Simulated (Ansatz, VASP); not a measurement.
**Ta2C: VASP beside Ansatz**

```
CELL_PARAMETERS angstrom
3.10590 0.00000 0.00000
-1.55295 2.68979 0.00000
0.00000 0.00000 4.94640
ATOMIC_POSITIONS crystal
Ta 0.33333 0.66667 0.25201
Ta 0.66667 0.33333 0.74799
C 0.00000 0.00000 0.00000
```

Alike in both runs: task single point; functional r2SCAN; k mesh 3 × 3 × 2; occupations gaussian, width 0.1 eV; no spin polarisation.

|  | VASP | Ansatz |
| --- | --- | --- |
| version | VASP 6.6.1 | Ansatz 0.2.0 |
| potentials or method | VASP PAW PBE potentials, release 64 (Ta_pv, C), cutoff 520 eV | scalar-relativistic, plane waves, PAW |
| valence electrons in the cell | 26 | 30 |

|  | VASP | Ansatz | Ansatz less VASP |
| --- | --- | --- | --- |
| gap on the k mesh at the Fermi level (eV) | none | none | - |
| pressure (GPa) | 2.1 | 1.2 | -0.88 |
| traceless stress, the component that is largest in VASP (GPa) | 0.63 | 0.65 | +0.021 |
| rms of the force components (eV/Å) | 0.153 | 0.171 | +0.0180 |

VASP's potentials were made for PBE, not for r2SCAN. Atom by atom the forces differ by 0.018 eV/Å (rms over components). A gap of «none» marks a metal or a gap that the smearing closes. VASP's potentials hold 26 valence electrons a cell and Ansatz's 30, so a difference there can come from the potentials and not from the codes.

The k mesh is coarse, so the values compare programs but aren't converged. Neither program's run includes spin-orbit coupling.
